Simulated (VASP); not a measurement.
# ZrO2 (Fm-3m) in VASP: further runs

Runs on ZrO2. Level: LDA. Tasks: single point.

Everything below comes from runs of VASP 6.6.1. Logs are shortened: lines on timing, memory, paths and dates and some standing lists are left out, and cuts for length are marked.

## 1. The cell of the first run

Symmetry: Fm-3m, No. 225, cubic system. The conventional cell has a = 4.943 Å, b = 4.943 Å, c = 4.943 Å, α = 90.00°, β = 90.00°, γ = 90.00°. Zr (site symmetry m-3m) has 8 O at 2.14 Å within 2.8 Å. O (site symmetry -43m) has 4 Zr at 2.14 Å and 6 O at 2.47 Å within 2.8 Å.

## 2. Single point, LDA

INCAR reads:

```
SYSTEM = ZrO2
PREC = Accurate
ENCUT = 600
EDIFF = 1E-6
ISMEAR = 0
SIGMA = 0.01
LREAL = .FALSE.
LASPH = .TRUE.
NELM = 120
ALGO = Normal
ISIF = 2
LWAVE = .FALSE.
LCHARG = .TRUE.
GGA = CA
LELF = .TRUE.
LVHAR = .TRUE.
NBANDS = 19
GGA_COMPAT = .FALSE.
```

KPOINTS reads:

```
Automatic mesh
0
G
  8 8 8
  0 0 0
```

POSCAR reads:

```
ZrO2
1.0
    0.0000000000      2.4717036910      2.4717036910
    2.4717036910      0.0000000000      2.4717036910
    2.4717036910      2.4717036910      0.0000000000
Zr O
1 2
Direct
    0.0000000000      0.0000000000      0.0000000000
    0.2500000000      0.2500000000      0.2500000000
    0.7500000000      0.7500000000      0.7500000000
```

Potentials or basis: VASP PAW LDA potentials, release 64 (Zr_sv, O).

On the command line:

```sh
$ cat potpaw_LDA.64/Zr_sv/POTCAR potpaw_LDA.64/O/POTCAR > POTCAR
$ mpirun -np 1 vasp_std > vasp.out
```

OUTCAR:

```text
SYSTEM = ZrO2
   PREC = Accurate
   ENCUT = 600
   EDIFF = 1E-6
   ISMEAR = 0
   LREAL = .FALSE.
   LASPH = .TRUE.
   NELM = 120
   ISIF = 2
   GGA = CA

 ion  position               nearest neighbor table
   1  0.000  0.000  0.000-   3 2.14   3 2.14   3 2.14   2 2.14   3 2.14   2 2.14   2 2.14   2 2.14

   2  0.250  0.250  0.250-   1 2.14   1 2.14   1 2.14   1 2.14
   3  0.750  0.750  0.750-   1 2.14   1 2.14   1 2.14   1 2.14

  LATTYP: Found a face centered cubic cell.
 ALAT       =     4.9434073820

  Lattice vectors:

 A1 = (   0.0000000000,   2.4717036910,   2.4717036910)
 A2 = (   2.4717036910,   0.0000000000,   2.4717036910)
 A3 = (   2.4717036910,   2.4717036910,   0.0000000000)

Analysis of symmetry for initial positions (statically):
=====================================================================
 Subroutine PRICEL returns:
 Original cell was already a primitive cell.

 Routine SETGRP: Setting up the symmetry group for a
 face centered cubic supercell.

 Subroutine GETGRP returns: Found 48 space group operations
 (whereof 48 operations were pure point group operations)
 out of a pool of 48 trial point group operations.

The static configuration has the point symmetry O_h .

Analysis of symmetry for dynamics (positions and initial velocities):
=====================================================================
 Subroutine PRICEL returns:
 Original cell was already a primitive cell.

 Routine SETGRP: Setting up the symmetry group for a
 face centered cubic supercell.

 Subroutine GETGRP returns: Found 48 space group operations
 (whereof 48 operations were pure point group operations)
 out of a pool of 48 trial point group operations.

The dynamic configuration has the point symmetry O_h .

 Subroutine INISYM returns: Found 48 space group operations
 (whereof 48 operations are pure point group operations),
 and found     1 'primitive' translations

----------------------------------------------------------------------------------------

                                     Primitive cell

  volume of cell :      30.2009

  direct lattice vectors                    reciprocal lattice vectors
     0.000000000  2.471703691  2.471703691    -0.202289620  0.202289620  0.202289620
     2.471703691  0.000000000  2.471703691     0.202289620 -0.202289620  0.202289620
     2.471703691  2.471703691  0.000000000     0.202289620  0.202289620 -0.202289620

  length of vectors
     3.495516882  3.495516882  3.495516882     0.350375899  0.350375899  0.350375899

  position of ions in fractional coordinates (direct lattice)
     0.000000000  0.000000000  0.000000000
     0.250000000  0.250000000  0.250000000
     0.750000000  0.750000000  0.750000000

  ion indices of the primitive-cell ions
   primitive index   ion index
                 1           1
                 2           2
                 3           3

----------------------------------------------------------------------------------------

 KPOINTS: Automatic mesh

Automatic generation of k-mesh.
 Grid dimensions read from file:
 generate k-points for:    8    8    8

 Generating k-lattice:

  Cartesian coordinates                     Fractional coordinates (reciprocal lattice)
    -0.025286202  0.025286202  0.025286202     0.125000000  0.000000000  0.000000000
     0.025286202 -0.025286202  0.025286202     0.000000000  0.125000000  0.000000000
     0.025286202  0.025286202 -0.025286202     0.000000000  0.000000000  0.125000000

  Length of vectors
     0.043796987  0.043796987  0.043796987

  Shift w.r.t. Gamma in fractional coordinates (k-lattice)
     0.000000000  0.000000000  0.000000000

 Subroutine IBZKPT returns following result:
 ===========================================

 Found     29 irreducible k-points:

 Following reciprocal coordinates:
            Coordinates               Weight
  0.000000  0.000000  0.000000      1.000000
  0.125000  0.000000  0.000000      8.000000
  0.250000  0.000000  0.000000      8.000000
  0.375000  0.000000  0.000000      8.000000
  0.500000  0.000000  0.000000      4.000000
  0.125000  0.125000  0.000000      6.000000
[... 16 lines left out ...]
  0.500000  0.250000  0.125000     48.000000
 -0.375000  0.250000  0.125000     24.000000
 [... further k-points ...]
   k-points           NKPTS =     29   k-points in BZ     NKDIM =     29   number of bands    NBANDS=     19
   number of dos      NEDOS =    301   number of ions     NIONS =      3
   total plane-waves  NPLWV =  21952
   dimension x,y,z NGX =    28 NGY =   28 NGZ =   28
   dimension x,y,z NGXF=    56 NGYF=   56 NGZF=   56
   ions per type =               1   2
   NGX,Y,Z   is equivalent  to a cutoff of  13.32, 13.32, 13.32 a.u.
   NGXF,Y,Z  is equivalent  to a cutoff of  26.63, 26.63, 26.63 a.u.
 SYSTEM =  ZrO2
   PREC   = accura    normal or accurate (medium, high low for compatibility)
   ISTART =      0    job   : 0-new  1-cont  2-samecut
   ICHARG =      2    charge: 1-file 2-atom 10-const
   ISPIN  =      1    spin polarized calculation?
   LNONCOLLINEAR =      F non collinear calculations
   LSORBIT =      F    spin-orbit coupling
   LASPH  =      T    aspherical Exc in radial PAW
   ENCUT  =  600.0 eV  44.10 Ry    6.64 a.u.   6.98  6.98  6.98*2*pi/ulx,y,z
   NELM   =    120;   NELMIN=  2; NELMDL= -5     # of ELM steps
   EDIFF  = 0.1E-05   stopping-criterion for ELM
   LREAL  =      F    real-space projection
   EDIFFG = 0.1E-04   stopping-criterion for IOM
   NSW    =      0    number of steps for IOM
   IBRION =     -1    ionic relax: 0-MD 1-quasi-New 2-CG
   NFREE  =      0    steps in history (QN), initial steepest desc. (CG)
   ISIF   =      2    stress and relaxation
   ISYM   =      2    0-nonsym 1-usesym 2-fastsym
   POTIM  = 0.5000    time-step for ionic-motion
   TEBEG  =    0.0;   TEEND  =   0.0 temperature during run
   PSTRESS=    0.0 pullay stress
   NELECT =      24.0000    total number of electrons
   NUPDOWN=      -1.0000    fix difference up-down
   EMIN   =  10.00;   EMAX   =-10.00  energy-range for DOS
   EFERMI =   0.00;   METHOD = LEGACY
   ISMEAR =     0;   SIGMA  =   0.01  broadening in eV -4-tet -1-fermi 0-gaus
   EFERMI_NEDOS =   21; number of points for ismear=-14 and -15
   IALGO  =     38    algorithm
   IMIX   =      4    mixing-type and parameters
     AMIX     =   0.40;   BMIX     =  1.00
     AMIX_MAG =   1.60;   BMIX_MAG =  1.00
  volume/ion in A,a.u.               =      10.07        67.94
  Fermi-wavevector in a.u.,A,eV,Ry     =   1.516371  2.865526 31.284983  2.299381
  Thomas-Fermi vector in A             =   2.625770
   LORBIT       =      0    0 simple, 1 ext, 2 COOP (PROOUT), +10 PAW based schemes
   GGA     = CA    functional components
   LHFCALC =     F    Hartree Fock is set to
   AEXX    =    0.0000 exact exchange contribution
   IVDW    =     0    specifies the selected vdW correction
   LEPSILON=     F    determine dielectric tensor
   LRPA    =     F    only Hartree local field effects (RPA)
 non-spin polarized calculation
 Gauss-broadening in eV      SIGMA  =   0.01
  energy-cutoff  :      600.00
  volume of cell :       30.20
 maximum number of plane-waves:      1036
   NGX = 13   NGY = 13   NGZ = 13

 number of electron      24.0000010 magnetization

 Free energy of the ion-electron system (eV)
  ---------------------------------------------------
  ext. energy  EPLUGINS =         0.00000000
  ---------------------------------------------------
  free energy    TOTEN  =       -31.29144773 eV

  energy without entropy =      -31.29144773  energy(sigma->0) =      -31.29144773

 E-fermi :   8.0596     XC(G=0): -12.7431

 val. band max:        7.9790940323   @ k =   0.5000   0.5000   0.0000
 cond. band min:      11.4355137274   @ k =   0.0000   0.0000   0.0000
 fundamental gap:      3.4564196950
 Fermi energy:         8.0595510756

 k-point     1 :       0.0000    0.0000    0.0000
  band No.  band energies     occupation
      1     -39.3660      2.00000
      2     -17.3587      2.00000
      3     -17.3587      2.00000
      4     -17.3587      2.00000
      5     -10.3715      2.00000
      6      -7.3715      2.00000
[... 11 lines left out ...]
     18      18.4710      0.00000
     19      22.7812      0.00000

 k-point     2 :       0.1250    0.0000    0.0000
  band No.  band energies     occupation
      1     -39.3547      2.00000
      2     -17.5347      2.00000
      3     -17.3743      2.00000
      4     -17.3743      2.00000
      5     -10.0825      2.00000
      6      -7.5746      2.00000
[... 11 lines left out ...]
     18      18.1892      0.00000
     19      22.5808      0.00000

 k-point     3 :       0.2500    0.0000    0.0000
  band No.  band energies     occupation
      1     -39.3272      2.00000
      2     -17.9176      2.00000
      3     -17.4116      2.00000
      4     -17.4116      2.00000
      5      -9.5076      2.00000
      6      -7.8857      2.00000
[... 11 lines left out ...]
     18      17.8159      0.00000
     19      22.0577      0.00000

 k-point     4 :       0.3750    0.0000    0.0000
  band No.  band energies     occupation
      1     -39.2996      2.00000
      2     -18.2565      2.00000
      3     -17.4484      2.00000
      4     -17.4484      2.00000
      5      -9.2917      2.00000
      6      -7.7624      2.00000
[... 11 lines left out ...]
     18      17.7045      0.00000
     19      22.4289      0.00000

 k-point     5 :       0.5000    0.0000    0.0000
  band No.  band energies     occupation
      1     -39.2881      2.00000
      2     -18.3868      2.00000
      3     -17.4636      2.00000
      4     -17.4636      2.00000
      5      -9.3259      2.00000
      6      -7.5646      2.00000
[... 11 lines left out ...]
     18      17.3980      0.00000
     19      23.1367      0.00000
[... 334 lines left out ...]
      2     -18.4623      2.00000
      3     -17.6221      2.00000
      4     -17.6221      2.00000
      5      -8.8957      2.00000
      6      -7.6038      2.00000
[... 11 lines left out ...]
     18      22.2433      0.00000
     19      22.3549      0.00000

 k-point    22 :       0.3750    0.2500    0.1250
  band No.  band energies     occupation
      1     -39.3067      2.00000
      2     -18.0339      2.00000
      3     -17.5822      2.00000
      4     -17.4612      2.00000
      5      -8.9306      2.00000
      6      -8.2188      2.00000
[... 11 lines left out ...]
     18      18.3790      0.00000
     19      23.0456      0.00000

 k-point    23 :       0.5000    0.2500    0.1250
  band No.  band energies     occupation
      1     -39.2844      2.00000
      2     -18.1925      2.00000
      3     -17.7228      2.00000
      4     -17.5037      2.00000
      5      -8.7102      2.00000
      6      -8.1109      2.00000
[... 11 lines left out ...]
     18      18.9872      0.00000
     19      23.3476      0.00000

 k-point    24 :      -0.3750    0.2500    0.1250
  band No.  band energies     occupation
      1     -39.2752      2.00000
      2     -18.2512      2.00000
      3     -17.7814      2.00000
      4     -17.5245      2.00000
      5      -8.7663      2.00000
      6      -7.8995      2.00000
[... 11 lines left out ...]
     18      18.9318      0.00000
     19      23.7060      0.00000

 [... further k-points ...]
[... 5 lines left out ...]
  --------------------------------------------------------------------------------------
  -------------------------------------------------------------------------------------
  Total        2.9640246      2.9640246      2.9640246     -0.0000000      0.0000000      0.0000000
  in kB      157.2436690    157.2436690    157.2436690     -0.0000000      0.0000000      0.0000000
  external PRESSURE =     157.2436690 kB  Pullay stress =       0.0000000 kB

 VOLUME and BASIS-vectors are now :
 -----------------------------------------------------------------------------
  energy-cutoff  :      600.00
  volume of cell :       30.20
      direct lattice vectors                 reciprocal lattice vectors
     0.000000000  2.471703691  2.471703691    -0.202289620  0.202289620  0.202289620
     2.471703691  0.000000000  2.471703691     0.202289620 -0.202289620  0.202289620
     2.471703691  2.471703691  0.000000000     0.202289620  0.202289620 -0.202289620

 POSITION                                       TOTAL-FORCE (eV/Angst)
 -----------------------------------------------------------------------------------
      0.00000      0.00000      0.00000         0.000000      0.000000      0.000000
      1.23585      1.23585      1.23585         0.000000      0.000000     -0.000000
      3.70756      3.70756      3.70756        -0.000000     -0.000000     -0.000000
 -----------------------------------------------------------------------------------
    total drift:                                0.000000      0.000000      0.000000

  FREE ENERGIE OF THE ION-ELECTRON SYSTEM (eV)
  ---------------------------------------------------
  free  energy   TOTEN  =       -31.2914477287 eV

  energy  without entropy=      -31.2914477287  energy(sigma->0) =      -31.29144773
```

It took 12 s on 1 thread of AMD EPYC 9R45 (Zen 5), shared host; peak memory 0.12 GiB.

Results:

```
Free energy            : -31.2914 eV
Pressure               : 15.7 GPa
Band gap on the k mesh : 3.46 eV (least direct gap 3.96 eV)
```

Caveat: the cell stands under pressure. A k mesh can miss the band edges.

## 3. Single point, LDA

This run uses another cell than the first one, of 10.47 Å³/atom.

INCAR reads:

```
SYSTEM = ZrO2
ALGO     = Normal         ! electronic algorithm
EDIFF    = 1E-6           ! SCF threshold, eV
ENCUT    = 600            ! plane-wave cutoff, eV
GGA      = CA             ! functional
GGA_COMPAT= .FALSE.      
ISIF     = 2              ! what is computed and relaxed
ISMEAR   = 0              ! smearing method
LASPH    = .TRUE.         ! aspherical terms in the spheres
LCHARG   = .TRUE.         ! write CHGCAR
LELF     = .TRUE.         ! ELF
LREAL    = .FALSE.        ! projectors in reciprocal space
LVHAR    = .TRUE.       
LWAVE    = .FALSE.        ! write WAVECAR
NBANDS   = 19             ! bands
NELM     = 120            ! most SCF steps
PREC     = Accurate       ! precision mode
SIGMA    = 0.01           ! smearing width, eV
```

KPOINTS reads:

```
k-points
0
G
  8 8 8
  0 0 0
```

POSCAR reads:

```
ZrO2
1.0
    0.0000000000      2.5040664960      2.5040664960
    2.5040664960      0.0000000000      2.5040664960
    2.5040664960      2.5040664960      0.0000000000
Zr O
1 2
Direct
    0.0000000000      0.0000000000      0.0000000000
    0.2500000000      0.2500000000      0.2500000000
    0.7500000000      0.7500000000      0.7500000000
```

Potentials or basis: VASP PAW LDA potentials, release 64 (Zr_sv, O).

On the command line:

```sh
$ cat potpaw_LDA.64/Zr_sv/POTCAR potpaw_LDA.64/O/POTCAR > POTCAR
$ mpirun -np 1 vasp_std > vasp.out
```

Run time: 11 s. Hardware: 1 thread of AMD EPYC 9R45 (Zen 5), shared host; peak memory 0.12 GiB.

It converged, with:

- Free energy: -31.3666 eV
- Pressure: 3.6 GPa
- Band gap on the k mesh: 3.36 eV (least direct gap 3.83 eV)

Levels at points of the mesh, in eV from the valence-band top:
| k point | band 8 | band 9 | band 10 | band 11 | band 12 | band 13 | band 14 | band 15 | band 16 | band 17 |
| --- | --- | --- | --- | --- | --- | --- | --- | --- | --- | --- |
| (0.00, 0.00, 0.00) | -5.58 | -5.58 | -0.56 | -0.56 | -0.56 | 3.36 | 3.36 | 6.75 | 9.99 | 9.99 |
| (0.50, 0.00, 0.00) | -4.52 | -2.66 | -2.54 | -1.69 | -1.69 | 4.08 | 4.08 | 6.58 | 8.90 | 8.99 |
| (0.50, 0.50, 0.00) | -3.25 | -3.25 | -1.59 | -1.59 | 0.00 | 3.83 | 4.91 | 6.31 | 7.71 | 7.71 |

Caveat: the cell stands under pressure.

## 4. Single point, LDA

This run uses another cell than the first one, of 10.29 Å³/atom.

INCAR reads:

```
SYSTEM = ZrO2
  ALGO = Normal
  EDIFF = 1E-6
  ENCUT = 600
  GGA = CA
  GGA_COMPAT = .False.
  ISIF = 2
  ISMEAR = 0
  LASPH = .True.
  LCHARG = .True.
  LELF = .True.
  LREAL = .False.
  LVHAR = .True.
  LWAVE = .False.
  NBANDS = 19
  NELM = 120
  PREC = Accurate
  SIGMA = 0.01
```

KPOINTS reads:

```
k-points
0
Gamma
  8 8 8
  0 0 0
```

POSCAR reads:

```
ZrO2
1.0
    0.0000000000      2.4899076121      2.4899076121
    2.4899076121      0.0000000000      2.4899076121
    2.4899076121      2.4899076121      0.0000000000
Zr O
1 2
Direct
    0.0000000000      0.0000000000      0.0000000000
    0.2500000000      0.2500000000      0.2500000000
    0.7500000000      0.7500000000      0.7500000000
```

On the command line:

```sh
$ cat potpaw_LDA.64/Zr_sv/POTCAR potpaw_LDA.64/O/POTCAR > POTCAR
$ mpirun -np 1 vasp_std > vasp.out
```

Run time: 11 s. Hardware: 1 thread of AMD EPYC 9R45 (Zen 5), shared host; peak memory 0.12 GiB.

Results (log left out):

```yaml
Free_energy: -31.3447 eV
Pressure: 8.7 GPa
Band_gap_on_the_k_mesh: 3.40 eV (least direct gap 3.89 eV)
```

Levels at points of the mesh, in eV from the valence-band top:
```
           k point  band 9  band 10  band 11  band 12  band 13  band 14  band 15  band 16
(0.00, 0.00, 0.00)   -5.68    -0.57    -0.57    -0.57     3.40     3.40     6.88    10.21
(0.50, 0.00, 0.00)   -2.69    -2.55    -1.71    -1.71     4.15     4.15     6.74     8.95
(0.50, 0.50, 0.00)   -3.27    -1.62    -1.62     0.00     3.89     5.01     6.48     7.86
```

Caveat: the cell stands under pressure. A k mesh can miss the band edges.

## 5. Overview

| cell | gap on the mesh (eV) | pressure (GPa) |
| --- | --- | --- |
| a = 3.496 Å, angles 60.0°, 3 atoms | 3.46 | 15.7 |
| a = 3.541 Å, angles 60.0°, 3 atoms | 3.36 | 3.6 |
| a = 3.521 Å, angles 60.0°, 3 atoms | 3.40 | 8.7 |

Alike in all rows: task single point; level LDA; potentials or basis VASP PAW LDA potentials, release 64 (Zr_sv, O); no spin polarisation; k mesh 8 × 8 × 8; cutoff (eV) 600; smearing gaussian 0.01 eV.

Caveats: the cell stands under pressure.

Absolute energies hang on the potentials; compare differences alone.
